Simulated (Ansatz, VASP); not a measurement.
# Si2Mo in VASP and in Ansatz

```
Si Mo
1.0
    -1.55516    1.55516    3.71516
     1.55516   -1.55516    3.71516
     1.55516    1.55516   -3.71516
Si Mo
2 1
Direct
  0.33506 0.33506 0.00000
  0.66494 0.66494 0.00000
  0.00000 0.00000 0.00000
```

Change from the starting cell: strain -0.025 along x and y, -0.050 along z, atoms carried along.

Alike in both runs: task single point; functional PBEsol; k mesh 20 × 20 × 20; occupations gaussian, width 0.15 eV; no spin polarisation.

|  | VASP | Ansatz |
| --- | --- | --- |
| version | VASP 6.6.1 | Ansatz 0.2.0 |
| potentials or method | VASP PAW PBE potentials, release 64 (Si, Mo_sv), cutoff 520 eV | scalar-relativistic, plane waves, PAW |
| valence electrons in the cell | 22 | 22 |

|  | VASP | Ansatz | Ansatz less VASP |
| --- | --- | --- | --- |
| gap on the k mesh at the Fermi level (eV) | none | none | - |
| pressure (GPa) | 29.7 | 29.2 | -0.54 |
| traceless stress, the component that is largest in VASP (GPa) | 11.94 | 11.93 | -0.011 |
| rms of the force components (eV/Å) | 0.123 | 0.121 | -0.0024 |

VASP's potentials were made for PBE, not for PBEsol. Atom by atom the forces differ by 0.002 eV/Å (rms over components). A gap of «none» marks a metal or a gap that the smearing closes. Both programs put the cell under a high pressure, so it lies far from rest at this level.
